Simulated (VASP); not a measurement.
Write the native input for VASP 6.6.1 that does the following.

| Quantity | Value |
| --- | --- |
| Task | single point |
| Functional | PBE |
| Potentials or basis | VASP PAW PBE potentials, release 64 (Ba_sv, Ir) |
| Cutoff | 520 eV |
| k mesh | 12 × 12 × 10 |
| Occupations | gaussian, width 0.1 eV |
| Spin | no spin polarisation |
| Dipole correction | no |
| Further INCAR settings | ALGO = Fast; EDIFF = 1e-06; NBANDS = 21 |

The structure of BaIr2 lies in POSCAR:

```
BaIr2
1.0
    4.2638714784     -0.0000000289      0.0000000000
   -2.1319357142      3.6926210332      0.0000000000
    0.0000000000      0.0000000000      4.9916506000
Ba Ir
1 2
Direct
    0.0000000000      0.0000000000      0.0000000000
    0.6666666667      0.3333333333      0.5000000000
    0.3333333333      0.6666666667      0.5000000000
```

The cell was generated, and may not be a known phase.

One way to write it, as run:

INCAR

```
PREC = Accurate ; ENCUT = 520
EDIFF = 1E-6 ; ISMEAR = 0
SIGMA = 0.1 ; LREAL = False
LASPH = True ; NELM = 80
ALGO = Fast ; ISIF = 2
LWAVE = False ; LCHARG = True
GGA = PE ; LELF = True
LVHAR = True ; NBANDS = 21
```

KPOINTS

```
regular mesh
0
Gamma
  12 12 10
```

Potentials or basis: VASP PAW PBE potentials, release 64 (Ba_sv, Ir).

Run with:

```console
$ cat potpaw_PBE.64/Ba_sv/POTCAR potpaw_PBE.64/Ir/POTCAR > POTCAR
$ mpirun -np 1 vasp_std > vasp.out
```

Results of the run:

The pressure is 0.5 GPa and the band gap on the k mesh is zero (bands 14 and 15 overlap by 1.11 eV).

Caveat: spin-orbit coupling is left out, which moves the levels of the heavy elements.

It took 5.3 min on 1 thread of Intel Xeon 8259CL, with other jobs on the host, peak memory 0.34 GiB.
